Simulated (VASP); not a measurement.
Here is a VASP 6.6.1 calculation.

Contents of INCAR:

```
SYSTEM = Li3BH6
  ALGO = Normal
  EDIFF = 1E-7
  ENCUT = 520
  GGA = PE
  ISIF = 2
  ISMEAR = 0
  LASPH = .TRUE.
  LCHARG = .TRUE.
  LELF = .TRUE.
  LREAL = .FALSE.
  LVHAR = .TRUE.
  LWAVE = .FALSE.
  NBANDS = 20
  NELM = 100
  PREC = Accurate
  SIGMA = 0.1
```

KPOINTS

```
k-points
0
G
  4 4 4
  0 0 0
```

POSCAR

```
Li3BH6
1.0
   -2.6515109860      2.7962915815      2.7871538778
    2.6515109860     -2.7962915815      2.7871538778
    2.6515109860      2.7962915815     -2.7871538778
Li B H
3 1 6
Direct
    0.0000000000      0.0000000000      0.0000000000
    0.7243083407      0.5000000000      0.2243083407
    0.2756916593      0.5000000000      0.7756916593
    0.5000000000      0.0000000000      0.5000000000
    0.8973171290      0.1904765936      0.7068405353
    0.5163639417      0.8095234064      0.7068405353
    0.1026828710      0.8095234064      0.2931594647
    0.4836360583      0.1904765936      0.2931594647
    0.5000000000      0.7595838404      0.2595838404
    0.5000000000      0.2404161596      0.7404161596
```

Potentials or basis: VASP PAW PBE potentials, release 64 (Li_sv, B, H).

Run with:

```console
$ cat potpaw_PBE.64/Li_sv/POTCAR potpaw_PBE.64/B/POTCAR potpaw_PBE.64/H/POTCAR > POTCAR
$ mpirun -np 1 vasp_std > vasp.out
```

(1) Predict the largest force.

(2) Predict the band gap on the k mesh.

Results:

(1) 0.017 eV/Å.

(2) 0.87 eV, indirect (least direct gap 1.18 eV).
